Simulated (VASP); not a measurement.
## Na: electric field gradients with PBEsol

Na:

```
CELL_PARAMETERS angstrom
-2.07515 2.07515 2.11750
2.07515 -2.07515 2.11750
2.07515 2.07515 -2.11750
ATOMIC_POSITIONS crystal
Na 0.00000 0.00000 0.00000
```

This cell differs from its parent crystal: equal xx and yy strain of -2 %.

| Item | Value |
| --- | --- |
| Program | VASP 6.6.1 |
| Task | electric field gradients |
| Functional | PBEsol |
| Potentials or basis | VASP PAW PBE potentials, release 64 (Na_pv) |
| Cutoff | 520 eV |
| k mesh | 11 × 11 × 11 |
| Occupations | fermi-dirac, width 0.03 eV |
| Spin | no spin polarisation |
| Dipole correction | no |
| Further INCAR settings | ALGO = Normal; EDIFF = 1e-08; NBANDS = 10 |

```
Pressure                                : 0.0 GPa
Band gap on the k mesh                  : zero (an odd number of electrons rules out a gap without spin polarisation)
Largest electric field gradient by atom : Na +0.12 V/Å²
```

Stress tensor (GPa, compression positive):
```
-0.01  0.00  0.00
 0.00 -0.01  0.00
 0.00  0.00 -0.12
```

Levels at points of the mesh, in eV from the Fermi level:
| k point | band 1 | band 2 | band 3 | band 4 | band 5 | band 6 | band 7 | band 8 |
| --- | --- | --- | --- | --- | --- | --- | --- | --- |
| (0.00, 0.00, 0.00) | -24.79 | -24.79 | -24.79 | -3.33 | 11.72 | 11.72 | 12.02 | 12.68 |

It took 25 s on 1 thread of Intel(R) Xeon(R) Platinum 8259CL CPU @ 2.50GHz (Skylake/Cascade Lake), with other jobs on the host, peak memory 0.17 GiB.

Caveat: the cell differs from its parent crystal (equal xx and yy strain of -2 %); without QUAD_EFG the Cq values of the log hold for a quadrupole moment of 1 mb, not for the nuclei; the PAW data sets were made with another functional, which shifts forces and pressure a little.
